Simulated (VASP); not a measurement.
# Si16H5Cl in VASP: notebook

Runs on Si16H5Cl. Level: PBE+D3(BJ). Tasks: single point.

Everything below comes from runs of VASP 6.6.1. Logs are shortened: lines on timing, memory, paths and dates and some standing lists are left out, and cuts for length are marked.

## (1) The cell of the first run

The cell holds a slab with vacuum, 22 atoms: a = 7.679 Å, b = 7.679 Å, c = 18.419 Å, α = 90.00°, β = 90.00°, γ = 60.00°.

## (2) Single point, PBE+D3(BJ)

INCAR reads:

```
SYSTEM = Si16H5Cl
PREC     = Accurate       ! precision mode
ENCUT    = 520            ! plane-wave cutoff, eV
EDIFF    = 1E-6           ! SCF threshold, eV
ISMEAR   = 0              ! smearing method
SIGMA    = 0.02           ! smearing width, eV
LREAL    = Auto         
LASPH    = .TRUE.         ! aspherical terms in the spheres
NELM     = 60             ! most SCF steps
ALGO     = Normal         ! electronic algorithm
ISIF     = 2              ! what is computed and relaxed
LWAVE    = .FALSE.        ! write WAVECAR
LCHARG   = .FALSE.        ! write CHGCAR
GGA      = PE             ! functional
IVDW     = 12             ! dispersion correction
NBANDS   = 55             ! bands
```

KPOINTS reads:

```
Automatic mesh
0
G
  2 2 1
  0 0 0
```

POSCAR reads:

```
Si16H5Cl
1.0
    7.6791800000      0.0000000000      0.0000000000
    3.8395900000      6.6503650000      0.0000000000
    0.0000000000      0.0000000000     18.4187650000
H Si Cl
5 16 1
Direct
    0.1666667000      0.1666667000      0.0542925000
    0.6666667000      0.1666667000      0.0542925000
    0.1666667000      0.6666667000      0.0542925000
    0.6666667000      0.6666667000      0.0542925000
   -0.0116000098      0.0069965443      0.4261903092
    0.1666667000      0.1666667000      0.1357311000
    0.6666667000      0.1666667000      0.1357311000
    0.1666667000      0.6666667000      0.1357311000
    0.6666667000      0.6666667000      0.1357311000
   -0.1674495699      0.3342160592      0.1776934958
    0.3347416987      0.3303701245      0.1789480233
   -0.1663162941      0.8334953709      0.1747721115
    0.3331067228      0.8340392223      0.1772858584
   -0.1923229136      0.3520513615      0.3046214365
    0.3259943245      0.3719596800      0.3091454492
   -0.1738688423      0.8480423945      0.3017442576
    0.3261771171      0.8308018944      0.3059750629
   -0.0107927433      0.0175230734      0.3448515613
    0.4771666101      0.0262432194      0.3144130904
   -0.0159851180      0.5127249913      0.3422715420
    0.4971571736      0.5169910574      0.3686898848
   -0.0204597886      0.5208041570      0.4561828076
```

Potentials or basis: VASP PAW PBE potentials, release 64 (H, Si, Cl).

The run is started by

```console
$ cat potpaw_PBE.64/H/POTCAR potpaw_PBE.64/Si/POTCAR potpaw_PBE.64/Cl/POTCAR > POTCAR
$ mpirun -np 1 vasp_std > vasp.out
```

OUTCAR:

```text
SYSTEM = Si16H5Cl
   PREC = Accurate
   ENCUT = 520
   EDIFF = 1E-6
   ISMEAR = 0
   LREAL = Auto
   LASPH = .TRUE.
   NELM = 60
   ISIF = 2
   GGA = PE
   IVDW = 12
 IVDW          = 12

 ion  position               nearest neighbor table
   1  0.167  0.167  0.054-   6 1.50
   2  0.667  0.167  0.054-   7 1.50
   3  0.167  0.667  0.054-   8 1.50
   4  0.667  0.667  0.054-   9 1.50
   5  0.988  0.007  0.426-  18 1.50
   6  0.167  0.167  0.136-   1 1.50  13 2.34  11 2.35  10 2.35
   7  0.667  0.167  0.136-   2 1.50  12 2.33  11 2.35  10 2.35
   8  0.167  0.667  0.136-   3 1.50  12 2.33  13 2.35  11 2.37
   9  0.667  0.667  0.136-   4 1.50  12 2.33  10 2.34  13 2.35
  10  0.833  0.334  0.178-   9 2.34  14 2.34   7 2.35   6 2.35
  11  0.335  0.330  0.179-   6 2.35   7 2.35   8 2.37  15 2.42
  12  0.834  0.833  0.175-   8 2.33   7 2.33   9 2.33  16 2.34
  13  0.333  0.834  0.177-   6 2.34   9 2.35   8 2.35  17 2.37
  14  0.808  0.352  0.305-  10 2.34  20 2.35  18 2.35  21 2.38
  15  0.326  0.372  0.309-  19 2.31  20 2.37  21 2.37  11 2.42
  16  0.826  0.848  0.302-  19 2.33  12 2.34  18 2.35  20 2.35
  17  0.326  0.831  0.306-  19 2.32  18 2.36  13 2.37  21 2.39
  18  0.989  0.018  0.345-   5 1.50  14 2.35  16 2.35  17 2.36
  19  0.477  0.026  0.314-  15 2.31  17 2.32  16 2.33
  20  0.984  0.513  0.342-  22 2.10  14 2.35  16 2.35  15 2.37
  21  0.497  0.517  0.369-  15 2.37  14 2.38  17 2.39
  22  0.980  0.521  0.456-  20 2.10

  LATTYP: Found a hexagonal cell.
 ALAT       =     7.6791800344
 C/A-ratio  =     2.3985327753

  Lattice vectors:

 A1 = (  -3.8395900000,  -6.6503650000,   0.0000000000)
 A2 = (   7.6791800000,   0.0000000000,   0.0000000000)
 A3 = (   0.0000000000,   0.0000000000,  18.4187650000)

Analysis of symmetry for initial positions (statically):
=====================================================================
 Subroutine PRICEL returns:
 Original cell was already a primitive cell.

 Routine SETGRP: Setting up the symmetry group for a
 hexagonal supercell.

 Subroutine GETGRP returns: Found  1 space group operations
 (whereof  1 operations were pure point group operations)
 out of a pool of 24 trial point group operations.

The static configuration has the point symmetry C_1 .

Analysis of symmetry for dynamics (positions and initial velocities):
=====================================================================
 Subroutine PRICEL returns:
 Original cell was already a primitive cell.

 Routine SETGRP: Setting up the symmetry group for a
 hexagonal supercell.

 Subroutine GETGRP returns: Found  1 space group operations
 (whereof  1 operations were pure point group operations)
 out of a pool of 24 trial point group operations.

The dynamic configuration has the point symmetry C_1 .

 Subroutine INISYM returns: Found  1 space group operations
 (whereof  1 operations are pure point group operations),
 and found     1 'primitive' translations

----------------------------------------------------------------------------------------

                                     Primitive cell

  volume of cell :     940.6344

  direct lattice vectors                    reciprocal lattice vectors
     7.679180000  0.000000000  0.000000000     0.130222237 -0.075183843  0.000000000
     3.839590000  6.650365000  0.000000000     0.000000000  0.150367687  0.000000000
     0.000000000  0.000000000 18.418765000     0.000000000  0.000000000  0.054292457

  length of vectors
     7.679180000  7.679180034 18.418765000     0.150367687  0.150367687  0.054292457

  position of ions in fractional coordinates (direct lattice)
     0.166666700  0.166666700  0.054292500
     0.666666700  0.166666700  0.054292500
     0.166666700  0.666666700  0.054292500
     0.666666700  0.666666700  0.054292500
     0.988399990  0.006996544  0.426190309
     0.166666700  0.166666700  0.135731100
[... 14 lines left out ...]
     0.497157174  0.516991057  0.368689885
     0.979540211  0.520804157  0.456182808

  ion indices of the primitive-cell ions
   primitive index   ion index
                 1           1
                 2           2
                 3           3
                 4           4
                 5           5
                 6           6
[... 14 lines left out ...]
                21          21
                22          22

----------------------------------------------------------------------------------------

 KPOINTS: Automatic mesh

Automatic generation of k-mesh.
 Grid dimensions read from file:
 generate k-points for:    2    2    1

 Generating k-lattice:

  Cartesian coordinates                     Fractional coordinates (reciprocal lattice)
     0.065111119 -0.037591922  0.000000000     0.500000000 -0.000000000  0.000000000
     0.000000000  0.075183843  0.000000000     0.000000000  0.500000000  0.000000000
     0.000000000  0.000000000  0.054292457     0.000000000  0.000000000  1.000000000

  Length of vectors
     0.075183844  0.075183843  0.054292457

  Shift w.r.t. Gamma in fractional coordinates (k-lattice)
     0.000000000  0.000000000  0.000000000

 Subroutine IBZKPT returns following result:
 ===========================================

 Found      4 irreducible k-points:

 Following reciprocal coordinates:
            Coordinates               Weight
  0.000000  0.000000  0.000000      1.000000
  0.500000  0.000000  0.000000      1.000000
  0.500000  0.500000  0.000000      1.000000
  0.000000  0.500000  0.000000      1.000000
   k-points           NKPTS =      4   k-points in BZ     NKDIM =      4   number of bands    NBANDS=     55
   number of dos      NEDOS =    301   number of ions     NIONS =     22
   total plane-waves  NPLWV = 504000
   dimension x,y,z NGX =    60 NGY =   60 NGZ =  140
   dimension x,y,z NGXF=   120 NGYF=  120 NGZF=  280
   ions per type =               5  16   1
   NGX,Y,Z   is equivalent  to a cutoff of  12.99, 12.99, 12.64 a.u.
   NGXF,Y,Z  is equivalent  to a cutoff of  25.98, 25.98, 25.27 a.u.
 SYSTEM =  Si16H5Cl
   PREC   = accura    normal or accurate (medium, high low for compatibility)
   ISTART =      0    job   : 0-new  1-cont  2-samecut
   ICHARG =      2    charge: 1-file 2-atom 10-const
   ISPIN  =      1    spin polarized calculation?
   LNONCOLLINEAR =      F non collinear calculations
   LSORBIT =      F    spin-orbit coupling
   LASPH  =      T    aspherical Exc in radial PAW
   ENCUT  =  520.0 eV  38.22 Ry    6.18 a.u.  14.28 14.28 34.25*2*pi/ulx,y,z
   NELM   =     60;   NELMIN=  2; NELMDL= -5     # of ELM steps
   EDIFF  = 0.1E-05   stopping-criterion for ELM
   LREAL  =      T    real-space projection
   EDIFFG = 0.1E-04   stopping-criterion for IOM
   NSW    =      0    number of steps for IOM
   IBRION =     -1    ionic relax: 0-MD 1-quasi-New 2-CG
   NFREE  =      0    steps in history (QN), initial steepest desc. (CG)
   ISIF   =      2    stress and relaxation
   ISYM   =      2    0-nonsym 1-usesym 2-fastsym
   POTIM  = 0.5000    time-step for ionic-motion
   TEBEG  =    0.0;   TEEND  =   0.0 temperature during run
   PSTRESS=    0.0 pullay stress
   NELECT =      76.0000    total number of electrons
   NUPDOWN=      -1.0000    fix difference up-down
   EMIN   =  10.00;   EMAX   =-10.00  energy-range for DOS
   EFERMI =   0.00;   METHOD = LEGACY
   ISMEAR =     0;   SIGMA  =   0.02  broadening in eV -4-tet -1-fermi 0-gaus
   EFERMI_NEDOS =   21; number of points for ismear=-14 and -15
   IALGO  =     38    algorithm
   IMIX   =      4    mixing-type and parameters
     AMIX     =   0.40;   BMIX     =  1.00
     AMIX_MAG =   1.60;   BMIX_MAG =  1.00
  volume/ion in A,a.u.               =      42.76       288.53
  Fermi-wavevector in a.u.,A,eV,Ry     =   0.707738  1.337431  6.815061  0.500893
  Thomas-Fermi vector in A             =   1.793866
   LORBIT       =      0    0 simple, 1 ext, 2 COOP (PROOUT), +10 PAW based schemes
   GGA     = PE    functional components
   LHFCALC =     F    Hartree Fock is set to
   AEXX    =    0.0000 exact exchange contribution
   IVDW    =    12    specifies the selected vdW correction
   LEPSILON=     F    determine dielectric tensor
   LRPA    =     F    only Hartree local field effects (RPA)
 non-spin polarized calculation
 Gauss-broadening in eV      SIGMA  =   0.02
  energy-cutoff  :      520.00
  volume of cell :      940.63
 maximum number of plane-waves:     25382
 NGX is ok and might be reduce to    60
   NGX = 29   NGY = 29   NGZ = 69

 number of electron      76.0000003 magnetization

 Free energy of the ion-electron system (eV)
  ---------------------------------------------------
  ext. energy  EPLUGINS =         0.00000000
  ---------------------------------------------------
  free energy    TOTEN  =      -103.24522494 eV

  energy without entropy =     -103.24522494  energy(sigma->0) =     -103.24522494

 E-fermi :  -1.0999     XC(G=0):  -4.3592

 val. band max:       -1.2093692342   @ k =   0.0000   0.0000   0.0000
 cond. band min:      -0.8808720116   @ k =   0.0000   0.0000   0.0000
 fundamental gap:      0.3284972225
 Fermi energy:        -1.0998868734

 k-point     1 :       0.0000    0.0000    0.0000
  band No.  band energies     occupation
      1     -16.7809      2.00000
      2     -12.5325      2.00000
      3     -11.2700      2.00000
      4     -10.3816      2.00000
      5     -10.3383      2.00000
      6     -10.2695      2.00000
[... 42 lines left out ...]
     49       1.6741      0.00000
     50       1.8390      0.00000

 k-point     2 :       0.5000    0.0000    0.0000
  band No.  band energies     occupation
      1     -16.7804      2.00000
      2     -11.8800      2.00000
      3     -11.7869      2.00000
      4     -10.6361      2.00000
      5     -10.6011      2.00000
      6     -10.5094      2.00000
[... 42 lines left out ...]
     49       2.6805      0.00000
     50       2.7250      0.00000

 k-point     3 :       0.5000    0.5000    0.0000
  band No.  band energies     occupation
      1     -16.7803      2.00000
      2     -11.9297      2.00000
      3     -11.7212      2.00000
      4     -10.6381      2.00000
      5     -10.6077      2.00000
      6     -10.5035      2.00000
[... 42 lines left out ...]
     49       2.6859      0.00000
     50       2.7858      0.00000

 k-point     4 :       0.0000    0.5000    0.0000
  band No.  band energies     occupation
      1     -16.7804      2.00000
      2     -11.9340      2.00000
      3     -11.7086      2.00000
      4     -10.6431      2.00000
      5     -10.5840      2.00000
      6     -10.5394      2.00000
[... 42 lines left out ...]
     49       2.7789      0.00000
     50       2.8433      0.00000
 [bands above 50 left out]

------------------------ aborting loop because EDIFF is reached ----------------------------------------

 Edisp (eV)   -4.06106

 E8    (eV) :    -1.7107

  FORCE on cell =-STRESS in cart. coord.  units (eV):
  Direction    XX          YY          ZZ          XY          YZ          ZX
  --------------------------------------------------------------------------------------
  -------------------------------------------------------------------------------------
  Total       0.95500     0.12440    -0.03686     0.01685    -0.08493     0.00923
  in kB       1.62665     0.21188    -0.06278     0.02869    -0.14465     0.01572
  external pressure =        0.59 kB  Pullay stress =        0.00 kB

 VOLUME and BASIS-vectors are now :
 -----------------------------------------------------------------------------
  energy-cutoff  :      520.00
  volume of cell :      940.63
      direct lattice vectors                 reciprocal lattice vectors
     7.679180000  0.000000000  0.000000000     0.130222237 -0.075183843  0.000000000
     3.839590000  6.650365000  0.000000000     0.000000000  0.150367687  0.000000000
     0.000000000  0.000000000 18.418765000     0.000000000  0.000000000  0.054292457

 POSITION                                       TOTAL-FORCE (eV/Angst)
 -----------------------------------------------------------------------------------
      1.91980      1.10839      1.00000         0.027333      0.040803     -0.058650
      5.75939      1.10839      1.00000        -0.052984      0.049372     -0.045242
      3.83959      4.43358      1.00000         0.030712     -0.077671     -0.060731
      7.67918      4.43358      1.00000        -0.016874      0.038882     -0.044610
      7.61697      0.04653      7.84990        -0.000098     -0.000735     -0.014839
      1.91980      1.10839      2.50000        -0.141232      0.024167      0.165633
[... 14 lines left out ...]
      5.80279      3.43818      6.79081         0.000874     -0.000813     -0.001775
      9.52174      3.46354      8.40232         0.000842     -0.001827     -0.059278
 -----------------------------------------------------------------------------------
    total drift:                                0.008582     -0.000096     -0.006430

  FREE ENERGIE OF THE ION-ELECTRON SYSTEM (eV)
  ---------------------------------------------------
  free  energy   TOTEN  =      -107.3062821888 eV

  energy  without entropy=     -107.3062821888  energy(sigma->0) =     -107.30628219
```

Wall time 6.8 min (1 thread of Intel Xeon 6975P-C (Granite Rapids), shared host); peak memory 0.96 GiB.

What came out:

- Free energy: -107.3063 eV
- Largest force: 0.219 eV/Å
- Band gap on the k mesh: 0.33 eV
- Dispersion energy per atom: -0.185 eV

Forces on the atoms (eV/Å):
```
H    0.027  0.041 -0.059
H   -0.053  0.049 -0.045
H    0.031 -0.078 -0.061
H   -0.017  0.039 -0.045
H    0.000 -0.001 -0.015
Si  -0.141  0.024  0.166
Si   0.113  0.107 -0.013
Si   0.124 -0.147  0.058
Si  -0.083 -0.030  0.022
Si   0.000 -0.005 -0.006
Si  -0.003  0.002  0.000
Si   0.006 -0.002  0.001
Si  -0.008 -0.002 -0.003
Si   0.004 -0.001  0.001
Si  -0.004 -0.003  0.003
Si  -0.002  0.001 -0.006
Si   0.002  0.005 -0.004
Si  -0.002 -0.001  0.011
Si   0.005  0.001 -0.001
Si  -0.002  0.002  0.055
Si   0.001 -0.001 -0.002
Cl   0.001 -0.002 -0.059
```

Caveat: the k points lie up to 0.47 Å⁻¹ apart; there is no dipole correction, which matters where the two faces differ; semilocal functionals underestimate gaps, and a narrow one can read as zero.

(Continued in part 2 of 3.)
